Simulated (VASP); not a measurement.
Wanted: the native input for a VASP 6.6.1 run.

| Property | Result |
| --- | --- |
| Task | single point |
| Functional | PBE |
| Potentials or basis | VASP PAW PBE potentials, release 64 (In_d, Sb, As) |
| Cutoff | 520 eV |
| k mesh | 6 × 6 × 1 |
| Occupations | gaussian, width 0.2 eV |
| Spin | no spin polarisation |
| Dipole correction | no |
| Further INCAR settings | ALGO = Normal; EDIFF = 1e-06; NBANDS = 66 |

The structure of In3SbAs2 lies in POSCAR:

```
In3SbAs2
1.0
    4.4733810764      0.0000809956      0.0000373896
   -2.2366217406      3.8740364168     -0.0000906810
    0.0002836989     -0.0005627200     22.0783163382
In Sb As
6 2 4
Direct
    0.6665106656      0.3335173972      0.1602264572
    0.6665386862      0.3335667746      0.5000482709
    0.6666935472      0.3329428311      0.8405524379
    0.3334631140      0.6665743624      0.0000479916
    0.3340102704      0.6671220555      0.3405722698
    0.3327784573      0.6662945658      0.6602072139
    0.6673293306      0.3337745038      0.2906111859
    0.3333240837      0.6662690604      0.7905873338
    0.6661433676      0.3329948754      0.6221818587
    0.6667923100      0.3332088940      0.9618801403
    0.3331770897      0.6668214905      0.1221900351
    0.3332390778      0.6669131893      0.4618928048
```

These files were run (other wordings do the same):

INCAR

```
PREC = Accurate
ENCUT = 520
EDIFF = 1E-6
ISMEAR = 0
SIGMA = 0.2
LREAL = F
LASPH = T
NELM = 60
ALGO = Normal
ISIF = 2
LWAVE = F
LCHARG = F
GGA = PE
NBANDS = 66
```

KPOINTS

```
regular mesh
0
Gamma
  6 6 1
```

Potentials or basis: VASP PAW PBE potentials, release 64 (In_d, Sb, As).

Command:

```bash
$ cat potpaw_PBE.64/In_d/POTCAR potpaw_PBE.64/Sb/POTCAR potpaw_PBE.64/As/POTCAR > POTCAR
$ mpirun -np 1 vasp_std > vasp.out
```

It gave:

```yaml
Pressure: 0.0 GPa
Largest_force: 0.006 eV/Å
Band_gap_on_the_k_mesh: zero (filled and empty bands touch)
```

Caveat: semilocal functionals underestimate gaps, so a narrow gap can read as zero; spin-orbit coupling is left out, which moves the levels of the heavy elements.

It used 710 s of CPU time on 1 thread of Intel(R) Xeon(R) Platinum 8488C (Sapphire Rapids) (shared host).
